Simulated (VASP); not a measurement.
SnSe (rocksalt type):

```
Sn Se
1.0
     0.00000    2.64542    2.64542
     2.64542    0.00000    2.64542
     2.64542    2.64542    0.00000
Sn Se
1 1
Direct
  0.00000 0.00000 0.00000
  0.50000 0.50000 0.50000
```

```yaml
Program: VASP 6.6.1
Task: relaxation of cell and atoms
Functional: PBE
Potentials_or_basis: VASP PAW PBE potentials, release 64 (Sn_d, Se)
Cutoff: 600 eV
k_mesh: 13 × 13 × 13
Occupations: fermi-dirac, width 0.05 eV
Spin: no spin polarisation
```

At the start: pressure 47.4 GPa; volume 18.51 Å³/atom.

Task: Where does the relaxation end?

Result: Over 5 steps the energy falls by 959.2 meV/atom and the volume is 27.86 Å³/atom (+50.5 %); space group Fm-3m (No. 225, to 0.1 Å) before and after.

Step by step:
| step | energy change (eV) | largest force (eV/Å) | pressure (GPa) | volume (Å³) |
| --- | --- | --- | --- | --- |
| 1 | 0.0000 | 0.0000 | 47.43 | 37.03 |
| 2 | -1.3298 | 0.0000 | -7.63 | 74.85 |
| 3 | -1.9184 | 0.0000 | 0.15 | 55.56 |
| 4 | -1.9183 | 0.0000 | -0.21 | 55.98 |
| 5 | -1.9185 | 0.0000 | -0.01 | 55.71 |

Final structure:
```
Sn Se
1.0
     0.00000    3.03138    3.03138
     3.03138    0.00000    3.03138
     3.03138    3.03138    0.00000
Sn Se
1 1
Direct
  0.00000 0.00000 0.00000
  0.50000 0.50000 0.50000
```

Caveat: the volume moved by over 15 % at a fixed basis, so the end points are rough.
